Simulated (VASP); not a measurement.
# Hg (P6/mmm) in VASP: notebook

Hg is run at these levels: PBE; tasks: single point.

Everything below comes from runs of VASP 6.6.1. Logs are shortened: lines on timing, memory, paths and dates and some standing lists are left out, and cuts for length are marked.

## Step 1: The cell of the first run

Symmetry: P6/mmm, No. 191, hexagonal system. The conventional cell has a = 4.291 Å, b = 4.291 Å, c = 2.496 Å, α = 90.00°, β = 90.00°, γ = 120.00°. Within 3.3 Å of Hg (site symmetry 6/mmm) lie 14 Hg at 2.50 to 2.77 Å. Within 3.3 Å of Hg (site symmetry -6m2) lie 11 Hg at 2.48 to 2.77 Å.

## Step 2: Single point, PBE

The input, INCAR:

```
PREC = Accurate ; ENCUT = 520
EDIFF = 1E-7 ; ISMEAR = -1
SIGMA = 0.05 ; LREAL = F
LASPH = T ; NELM = 100
ALGO = Normal ; ISIF = 2
LWAVE = F ; LCHARG = F
GGA = PE ; NBANDS = 25
```

The input, KPOINTS:

```
regular mesh
0
Gamma
  7 7 10
```

The input, POSCAR:

```
Hg
1.0
    4.2905993989      0.0000000000      0.0000000000
   -2.1452996995      3.7157680770      0.0000000000
    0.0000000000      0.0000000000      2.4956133716
Hg
3
Direct
    0.0000000000      0.0000000000      0.0000000000
    0.3333333333      0.6666666667      0.5000000000
    0.6666666667      0.3333333333      0.5000000000
```

Potentials or basis: VASP PAW PBE potentials, release 64 (Hg).

The run is started by

```
cat potpaw_PBE.64/Hg/POTCAR > POTCAR
mpirun -np 1 vasp_std > vasp.out
```

OUTCAR:

```text
PREC = Accurate
   ENCUT = 520
   EDIFF = 1E-7
   ISMEAR = -1
   LREAL = F
   LASPH = T
   NELM = 100
   ISIF = 2
   GGA = PE

 ion  position               nearest neighbor table
   1  0.000  0.000  0.000-   2 2.77   3 2.77   2 2.77   3 2.77   3 2.77   3 2.77   2 2.77   2 2.77
                             3 2.77   3 2.77   2 2.77   2 2.77
   2  0.333  0.667  0.500-   3 2.48   3 2.48   3 2.48   1 2.77   1 2.77   1 2.77   1 2.77   1 2.77
                             1 2.77   3 3.52   3 3.52   3 3.52   3 3.52   3 3.52   3 3.52
   3  0.667  0.333  0.500-   2 2.48   2 2.48   2 2.48   1 2.77   1 2.77   1 2.77   1 2.77   1 2.77
                             1 2.77   2 3.52   2 3.52   2 3.52   2 3.52   2 3.52   2 3.52

  LATTYP: Found a hexagonal cell.
 ALAT       =     4.2905993989
 C/A-ratio  =     0.5816467909

  Lattice vectors:

 A1 = (   4.2905993989,   0.0000000000,   0.0000000000)
 A2 = (  -2.1452996995,   3.7157680770,   0.0000000000)
 A3 = (   0.0000000000,   0.0000000000,   2.4956133716)

Analysis of symmetry for initial positions (statically):
=====================================================================
 Subroutine PRICEL returns:
 Original cell was already a primitive cell.

 Routine SETGRP: Setting up the symmetry group for a
 hexagonal supercell.

 Subroutine GETGRP returns: Found 24 space group operations
 (whereof 24 operations were pure point group operations)
 out of a pool of 24 trial point group operations.

The static configuration has the point symmetry D_6h.

Analysis of symmetry for dynamics (positions and initial velocities):
=====================================================================
 Subroutine PRICEL returns:
 Original cell was already a primitive cell.

 Routine SETGRP: Setting up the symmetry group for a
 hexagonal supercell.

 Subroutine GETGRP returns: Found 24 space group operations
 (whereof 24 operations were pure point group operations)
 out of a pool of 24 trial point group operations.

The dynamic configuration has the point symmetry D_6h.

 Subroutine INISYM returns: Found 24 space group operations
 (whereof 24 operations are pure point group operations),
 and found     1 'primitive' translations

----------------------------------------------------------------------------------------

                                     Primitive cell

  volume of cell :      39.7872

  direct lattice vectors                    reciprocal lattice vectors
     4.290599399  0.000000000  0.000000000     0.233067669  0.134561681  0.000000000
    -2.145299700  3.715768077  0.000000000     0.000000000  0.269123363  0.000000000
     0.000000000  0.000000000  2.495613372     0.000000000  0.000000000  0.400703094

  length of vectors
     4.290599399  4.290599399  2.495613372     0.269123363  0.269123363  0.400703094

  position of ions in fractional coordinates (direct lattice)
     0.000000000  0.000000000  0.000000000
     0.333333333  0.666666667  0.500000000
     0.666666667  0.333333333  0.500000000

  ion indices of the primitive-cell ions
   primitive index   ion index
                 1           1
                 2           2
                 3           3

----------------------------------------------------------------------------------------

 KPOINTS: regular mesh

Automatic generation of k-mesh.
 Grid dimensions read from file:
 generate k-points for:    7    7   10

 Generating k-lattice:

  Cartesian coordinates                     Fractional coordinates (reciprocal lattice)
     0.033295381  0.019223097  0.000000000     0.142857143  0.000000000  0.000000000
     0.000000000  0.038446195  0.000000000     0.000000000  0.142857143  0.000000000
     0.000000000  0.000000000  0.040070309     0.000000000  0.000000000  0.100000000

  Length of vectors
     0.038446195  0.038446195  0.040070309

  Shift w.r.t. Gamma in fractional coordinates (k-lattice)
     0.000000000  0.000000000  0.000000000

 Subroutine IBZKPT returns following result:
 ===========================================

 Found     48 irreducible k-points:

 Following reciprocal coordinates:
            Coordinates               Weight
  0.000000  0.000000  0.000000      1.000000
  0.142857 -0.000000  0.000000      6.000000
  0.285714 -0.000000  0.000000      6.000000
  0.428571 -0.000000  0.000000      6.000000
  0.142857  0.142857  0.000000      6.000000
  0.285714  0.142857  0.000000     12.000000
[... 16 lines left out ...]
  0.428571  0.142857  0.200000     12.000000
  0.285714  0.285714  0.200000     12.000000
 [... further k-points ...]
   k-points           NKPTS =     48   k-points in BZ     NKDIM =     48   number of bands    NBANDS=     25
   number of dos      NEDOS =    301   number of ions     NIONS =      3
   total plane-waves  NPLWV =  20480
   dimension x,y,z NGX =    32 NGY =   32 NGZ =   20
   dimension x,y,z NGXF=    64 NGYF=   64 NGZF=   40
   ions per type =               3
   NGX,Y,Z   is equivalent  to a cutoff of  12.40, 12.40, 13.32 a.u.
   NGXF,Y,Z  is equivalent  to a cutoff of  24.80, 24.80, 26.65 a.u.
 SYSTEM =  unknown system
   PREC   = accura    normal or accurate (medium, high low for compatibility)
   ISTART =      0    job   : 0-new  1-cont  2-samecut
   ICHARG =      2    charge: 1-file 2-atom 10-const
   ISPIN  =      1    spin polarized calculation?
   LNONCOLLINEAR =      F non collinear calculations
   LSORBIT =      F    spin-orbit coupling
   LASPH  =      T    aspherical Exc in radial PAW
   ENCUT  =  520.0 eV  38.22 Ry    6.18 a.u.   7.98  7.98  4.64*2*pi/ulx,y,z
   NELM   =    100;   NELMIN=  2; NELMDL= -5     # of ELM steps
   EDIFF  = 0.1E-06   stopping-criterion for ELM
   LREAL  =      F    real-space projection
   EDIFFG = 0.1E-05   stopping-criterion for IOM
   NSW    =      0    number of steps for IOM
   IBRION =     -1    ionic relax: 0-MD 1-quasi-New 2-CG
   NFREE  =      0    steps in history (QN), initial steepest desc. (CG)
   ISIF   =      2    stress and relaxation
   ISYM   =      2    0-nonsym 1-usesym 2-fastsym
   POTIM  = 0.5000    time-step for ionic-motion
   TEBEG  =    0.0;   TEEND  =   0.0 temperature during run
   PSTRESS=    0.0 pullay stress
   NELECT =      36.0000    total number of electrons
   NUPDOWN=      -1.0000    fix difference up-down
   EMIN   =  10.00;   EMAX   =-10.00  energy-range for DOS
   EFERMI =   0.00;   METHOD = LEGACY
   ISMEAR =    -1;   SIGMA  =   0.05  broadening in eV -4-tet -1-fermi 0-gaus
   EFERMI_NEDOS =   21; number of points for ismear=-14 and -15
   IALGO  =     38    algorithm
   IMIX   =      4    mixing-type and parameters
     AMIX     =   0.40;   BMIX     =  1.00
     AMIX_MAG =   1.60;   BMIX_MAG =  1.00
  volume/ion in A,a.u.               =      13.26        89.50
  Fermi-wavevector in a.u.,A,eV,Ry     =   1.583414  2.992218 34.112509  2.507199
  Thomas-Fermi vector in A             =   2.683188
   LORBIT       =      0    0 simple, 1 ext, 2 COOP (PROOUT), +10 PAW based schemes
   GGA     = PE    functional components
   LHFCALC =     F    Hartree Fock is set to
   AEXX    =    0.0000 exact exchange contribution
   IVDW    =     0    specifies the selected vdW correction
   LEPSILON=     F    determine dielectric tensor
   LRPA    =     F    only Hartree local field effects (RPA)
 non-spin polarized calculation
  energy-cutoff  :      520.00
  volume of cell :       39.79
 maximum number of plane-waves:      1088
 NGX is ok and might be reduce to    32

 number of electron      36.0000002 magnetization

 Free energy of the ion-electron system (eV)
  ---------------------------------------------------
  ext. energy  EPLUGINS =         0.00000000
  ---------------------------------------------------
  free energy    TOTEN  =         9.76478540 eV

  energy without entropy =        9.77441844  energy(sigma->0) =        9.76960192

 E-fermi :  10.5724     XC(G=0): -14.2841

 val. band max:       10.5693912698   @ k =   0.2857  -0.0000   0.4000
 cond. band min:      10.5862843105   @ k =   0.4286  -0.0000   0.5000
 fundamental gap:      0.0168930408
 Fermi energy:        10.5724317945

 k-point     1 :       0.0000    0.0000    0.0000
  band No.  band energies     occupation
      1      -6.0614      2.00000
      2      -3.7192      2.00000
      3      -2.1194      2.00000
      4      -1.6464      2.00000
      5      -1.0701      2.00000
      6      -1.0701      2.00000
[... 17 lines left out ...]
     24      24.8449      0.00000
     25      26.7575      0.00000

 k-point     2 :       0.1429   -0.0000    0.0000
  band No.  band energies     occupation
      1      -5.7662      2.00000
      2      -3.6422      2.00000
      3      -2.3222      2.00000
      4      -2.0183      2.00000
      5      -1.5980      2.00000
      6      -1.5417      2.00000
[... 17 lines left out ...]
     24      24.7005      0.00000
     25      25.9634      0.00000

 k-point     3 :       0.2857   -0.0000    0.0000
  band No.  band energies     occupation
      1      -4.9586      2.00000
      2      -3.5356      2.00000
      3      -2.9370      2.00000
      4      -2.4064      2.00000
      5      -1.8721      2.00000
      6      -1.7632      2.00000
[... 17 lines left out ...]
     24      23.6192      0.00000
     25      24.6049      0.00000

 k-point     4 :       0.4286   -0.0000    0.0000
  band No.  band energies     occupation
      1      -4.0149      2.00000
      2      -3.6825      2.00000
      3      -3.1269      2.00000
      4      -2.5372      2.00000
      5      -2.0703      2.00000
      6      -1.9198      2.00000
[... 17 lines left out ...]
     24      22.0848      0.00000
     25      25.1002      0.00000
[... 477 lines left out ...]
 k-point    22 :       0.2857    0.1429    0.2000
  band No.  band energies     occupation
      1      -3.3670      2.00000
      2      -2.9120      2.00000
      3      -2.3776      2.00000
      4      -1.9131      2.00000
      5      -1.3630      2.00000
      6      -1.0637      2.00000
[... 17 lines left out ...]
     24      22.1154      0.00000
     25      22.4315      0.00000

 k-point    23 :       0.4286    0.1429    0.2000
  band No.  band energies     occupation
      1      -3.1153      2.00000
      2      -2.6459      2.00000
      3      -2.5725      2.00000
      4      -1.8202      2.00000
      5      -1.4514      2.00000
      6      -1.2259      2.00000
[... 17 lines left out ...]
     24      22.6624      0.00000
     25      23.3024      0.00000

 k-point    24 :       0.2857    0.2857    0.2000
  band No.  band energies     occupation
      1      -3.1944      2.00000
      2      -2.7067      2.00000
      3      -2.5198      2.00000
      4      -1.7446      2.00000
      5      -1.3838      2.00000
      6      -1.2279      2.00000
[... 17 lines left out ...]
     24      21.5918      0.00000
     25      23.4803      0.00000

 [... further k-points ...]

------------------------ aborting loop because EDIFF is reached ----------------------------------------

  FORCE on cell =-STRESS in cart. coord.  units (eV):
  Direction    XX          YY          ZZ          XY          YZ          ZX
  --------------------------------------------------------------------------------------
  -------------------------------------------------------------------------------------
  Total       44.8226222     44.8226222     45.2351283     -0.0000000     -0.0000000      0.0000000
  in kB     1804.9449952   1804.9449953   1821.5560471     -0.0000000     -0.0000000      0.0000000
  external PRESSURE =    1810.4820125 kB  Pullay stress =       0.0000000 kB

 VOLUME and BASIS-vectors are now :
 -----------------------------------------------------------------------------
  energy-cutoff  :      520.00
  volume of cell :       39.79
      direct lattice vectors                 reciprocal lattice vectors
     4.290599399  0.000000000  0.000000000     0.233067669  0.134561681  0.000000000
    -2.145299700  3.715768077  0.000000000     0.000000000  0.269123363  0.000000000
     0.000000000  0.000000000  2.495613372     0.000000000  0.000000000  0.400703094

 POSITION                                       TOTAL-FORCE (eV/Angst)
 -----------------------------------------------------------------------------------
      0.00000      0.00000      0.00000        -0.000000      0.000000      0.000000
     -0.00000      2.47718      1.24781         0.000000     -0.000000      0.000000
      2.14530      1.23859      1.24781        -0.000000      0.000000      0.000000
 -----------------------------------------------------------------------------------
    total drift:                               -0.000000      0.000000      0.000000

  FREE ENERGIE OF THE ION-ELECTRON SYSTEM (eV)
  ---------------------------------------------------
  free  energy   TOTEN  =         9.7647854038 eV

  energy  without entropy=        9.7744184441  energy(sigma->0) =        9.76960192
```

Run time: 64 s. Hardware: 1 thread of AMD EPYC 7R13, shared host; peak memory 0.14 GiB.

Results:

| Property | Result |
| --- | --- |
| Free energy | 9.7648 eV |
| Pressure | 181.0 GPa |
| Band gap on the k mesh | zero (band 18 reaches 13.82 eV, above the bottom of band 19 at 10.06 eV) |

Stress tensor (GPa, compression positive):
```
180.49   0.00   0.00
  0.00 180.49   0.00
  0.00   0.00 182.16
```

Caveat: spin-orbit coupling is left out, which moves the levels of the heavy elements.

## Step 3: Single point, PBE

The input, INCAR:

```
SYSTEM = Hg
PREC = Accurate ; ENCUT = 520
EDIFF = 1E-6 ; ISMEAR = -1
SIGMA = 0.05 ; LREAL = .False.
LASPH = .True. ; NELM = 80
ALGO = Normal ; ISIF = 2
LWAVE = .False. ; LCHARG = .False.
GGA = PE ; NBANDS = 25
```

The input, KPOINTS:

```
Automatic mesh
0
Gamma
  7 7 10
  0 0 0
```

POSCAR: that of step 2 with these lines changed.

```diff
@@ -2,3 +2,3 @@
 1.0
-    4.2905993989      0.0000000000      0.0000000000
+    4.2905993990      0.0000000000      0.0000000000
    -2.1452996995      3.7157680770      0.0000000000
```

Potentials or basis: VASP PAW PBE potentials, release 64 (Hg).

The run is started by

```
cat potpaw_PBE.64/Hg/POTCAR > POTCAR
mpirun -np 1 vasp_std > vasp.out
```

It took 72 s on 1 thread of AMD EPYC 7R13, shared host; peak memory 0.15 GiB.

It converged, with:

```
Free energy            : 9.7648 eV
Pressure               : 181.0 GPa
Band gap on the k mesh : zero (band 18 reaches 13.82 eV, above the bottom of band 19 at 10.06 eV)
```

Stress tensor (GPa, compression positive):
```
180.47   0.00   0.00
  0.00 180.47   0.00
  0.00   0.00 182.13
```

Levels at points of the mesh, in eV from the Fermi level:
| k point | band 15 | band 16 | band 17 | band 18 | band 19 | band 20 | band 21 | band 22 |
| --- | --- | --- | --- | --- | --- | --- | --- | --- |
| (0.00, 0.00, 0.00) | -7.50 | -7.50 | -0.70 | 0.14 | 1.43 | 1.43 | 1.43 | 1.43 |
| (0.00, 0.00, 0.50) | -6.46 | -4.46 | -3.66 | 3.25 | 4.06 | 4.14 | 4.14 | 5.83 |

Caveat: spin-orbit coupling is left out, which moves the levels of the heavy elements.

## Step 4: Single point, PBE

The input, INCAR:

```
  ALGO = Normal
  EDIFF = 1E-6
  ENCUT = 520
  GGA = PE
  ISIF = 2
  ISMEAR = -1
  LASPH = True
  LCHARG = False
  LREAL = False
  LWAVE = False
  NBANDS = 25
  NELM = 60
  PREC = Accurate
  SIGMA = 0.05
```

The input, KPOINTS:

```
k-points
0
Gamma
  7 7 10
```

POSCAR is that of step 3.

The run is started by

```
cat potpaw_PBE.64/Hg/POTCAR > POTCAR
mpirun -np 1 vasp_std > vasp.out
```

Wall time 68 s (1 thread of AMD EPYC 7R13, shared host); peak memory 0.15 GiB.

It converged, with:

| Item | Value |
| --- | --- |
| Free energy | 9.7648 eV |
| Pressure | 181.0 GPa |
| Band gap on the k mesh | zero (band 18 reaches 13.82 eV, above the bottom of band 19 at 10.06 eV) |

Stress tensor (GPa, compression positive):
```
180.47   0.00   0.00
  0.00 180.47   0.00
  0.00   0.00 182.13
```

Levels at points of the mesh, in eV from the Fermi level:
| k point | band 14 | band 15 | band 16 | band 17 | band 18 | band 19 | band 20 | band 21 | band 22 | band 23 |
| --- | --- | --- | --- | --- | --- | --- | --- | --- | --- | --- |
| (0.00, 0.00, 0.00) | -9.50 | -7.50 | -7.50 | -0.70 | 0.14 | 1.43 | 1.43 | 1.43 | 1.43 | 10.26 |
| (0.00, 0.00, 0.50) | -8.04 | -6.46 | -4.46 | -3.66 | 3.25 | 4.06 | 4.14 | 4.14 | 5.83 | 5.83 |

Caveat: spin-orbit coupling is left out, which moves the levels of the heavy elements.

(Continued in part 2 of 2.)
